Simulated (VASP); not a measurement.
Here is a VASP 6.6.1 calculation.

File INCAR:

```
  PREC = Accurate
  ENCUT = 600
  EDIFF = 1E-7
  ISMEAR = -1
  SIGMA = 0.05
  LREAL = F
  LASPH = T
  NELM = 100
  ALGO = Normal
  ISIF = 3
  LWAVE = F
  LCHARG = F
  GGA = RP
  IVDW = 13
  IBRION = 2
  NSW = 80
  EDIFFG = -0.01
```

KPOINTS

```
Automatic mesh
0
Gamma
  8 8 8
```

POSCAR

```
InP
1.0
    0.0000000000      2.9305000000      2.9305000000
    2.9305000000      0.0000000000      2.9305000000
    2.9305000000      2.9305000000      0.0000000000
In P
1 1
Direct
    0.0000000000      0.0000000000      0.0000000000
    0.7500000000      0.7500000000      0.7500000000
```

Potentials or basis: VASP PAW PBE potentials, release 64 (In_d, P).

Command:

```bash
$ cat potpaw_PBE.64/In_d/POTCAR potpaw_PBE.64/P/POTCAR > POTCAR
$ mpirun -np 1 vasp_std > vasp.out
```

Task: Estimate the dispersion energy per atom.

Result: -0.598 eV.

Task: Predict the relaxed cell.

Result: a = 4.161 Å, b = 4.161 Å, c = 4.161 Å, α = 60.00°, β = 60.00°, γ = 60.00°.

Task: What does it give for the space group after relaxing (to 0.05 Å)?

Result: F-43m (No. 216).

Task: Estimate the relaxed volume.

Result: 25.48 Å³/atom.

Final structure:
```yaml
crystal:
  lattice:
    - [0.00000, 2.94261, 2.94261]
    - [2.94261, 0.00000, 2.94261]
    - [2.94261, 2.94261, 0.00000]
  atoms:
    - { symbol: In, position: [0.00000, 0.00000, 0.00000] }
    - { symbol: P, position: [0.75000, 0.75000, 0.75000] }
```

Caveat: the PAW data sets were made with another functional, which shifts forces and pressure a little. Zero-point motion and thermal expansion aren't in these numbers.
